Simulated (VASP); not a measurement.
A run of VASP 6.6.1:

INCAR

```
SYSTEM = P
ALGO     = Normal         ! electronic algorithm
EDIFF    = 1E-7           ! SCF threshold, eV
ENCUT    = 520            ! plane-wave cutoff, eV
GGA      = PS             ! functional
ISIF     = 2              ! what is computed and relaxed
ISMEAR   = 0              ! smearing method
LASPH    = .TRUE.         ! aspherical terms in the spheres
LCHARG   = .FALSE.        ! write CHGCAR
LREAL    = .FALSE.        ! projectors in reciprocal space
LWAVE    = .FALSE.        ! write WAVECAR
NBANDS   = 12             ! bands
NELM     = 60             ! most SCF steps
PREC     = Accurate       ! precision mode
SIGMA    = 0.15           ! smearing width, eV
```

File KPOINTS:

```
k-points
0
G
  24 24 12
  0 0 0
```

Contents of POSCAR:

```
P
1.0
    2.4347371633      0.0000000000      0.0054547024
    0.0000000000      2.4346254889      0.0000000000
   -0.0099022070      0.0000000000      4.9846654548
P
2
Direct
    0.0000000000      0.0000000000      0.2500000000
    1.0000000000      0.0000000000      0.7500000000
```

Potentials or basis: VASP PAW PBE potentials, release 64 (P).

The run is started by

```bash
$ cat potpaw_PBE.64/P/POTCAR > POTCAR
$ mpirun -np 1 vasp_std > vasp.out
```

Hardware: 1 thread of Intel(R) Xeon(R) 6975P-C (Granite Rapids), with other jobs on the host.

Problem. Estimate the wall time of this run.

Solution. Wall time 3.9 min on 1 thread of Intel(R) Xeon(R) 6975P-C (Granite Rapids), with other jobs on the host, peak memory 0.57 GiB. Counts: scf iterations 11, k points 1898.
